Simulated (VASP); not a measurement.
Set up this calculation in VASP 6.6.1, as the native input.

- Task: relaxation of cell and atoms
- Functional: PBEsol
- Potentials or basis: VASP PAW PBE potentials, release 64 (C, Si)
- Cutoff: 600 eV
- k mesh: 16 × 16 × 16
- Occupations: gaussian, width 0.01 eV
- Spin: no spin polarisation
- Target pressure: 250 GPa
- Dipole correction: no
- Further INCAR settings: ALGO = Normal; EDIFF = 1e-07; IBRION = 2; EDIFFG = -0.004; NSW = 70; ISIF = 3

The structure of SiC (pbesol) lies in POSCAR:

```
SiC
1.0
    0.0000000000      1.7596161528      1.7596161528
    1.7596161528      0.0000000000      1.7596161528
    1.7596161528      1.7596161528      0.0000000000
C Si
1 1
Direct
    0.0000000000      0.0000000000      0.0000000000
    0.5000000000      0.5000000000      0.5000000000
```

One way to write it, as run:

INCAR

```
SYSTEM = SiC
PREC = Accurate ; ENCUT = 600
EDIFF = 1E-7 ; ISMEAR = 0
SIGMA = 0.01 ; LREAL = .FALSE.
LASPH = .TRUE. ; NELM = 120
ALGO = Normal ; ISIF = 3
LWAVE = .FALSE. ; LCHARG = .FALSE.
GGA = PS ; IBRION = 2
NSW = 70 ; EDIFFG = -0.004
PSTRESS = 2500.0 ; GGA_COMPAT = .FALSE.
NELMIN = 4
```

KPOINTS

```
Automatic mesh
0
G
  16 16 16
  0 0 0
```

Potentials or basis: VASP PAW PBE potentials, release 64 (C, Si).

Launch:

```bash
$ cat potpaw_PBE.64/C/POTCAR potpaw_PBE.64/Si/POTCAR > POTCAR
$ mpirun -np 1 vasp_std > vasp.out
```

Results of the run:

| Property | Result |
| --- | --- |
| Relaxed volume | 5.45 Å³/atom |
| Relaxed cell | a = 2.489 Å, b = 2.489 Å, c = 2.489 Å, α = 60.00°, β = 60.00°, γ = 60.00° |
| Space group after relaxing (to 0.05 Å) | Fm-3m (No. 225) |
| Energy change on relaxing (the enthalpy is what falls) | -9.9 meV/atom |
| Ionic steps | 3 |
| Pressure after relaxing | 250.0 GPa |
| Band gap on the k mesh | 0.06 eV, indirect (least direct gap 6.27 eV) |

Caveat: the cell is relaxed towards a set pressure, so the enthalpy falls and the energy may rise; the PAW data sets were made with another functional, which shifts forces and pressure a little.

Run time: 22 s on 1 thread of Intel Xeon 6975P-C (shared host), peak memory 0.13 GiB.
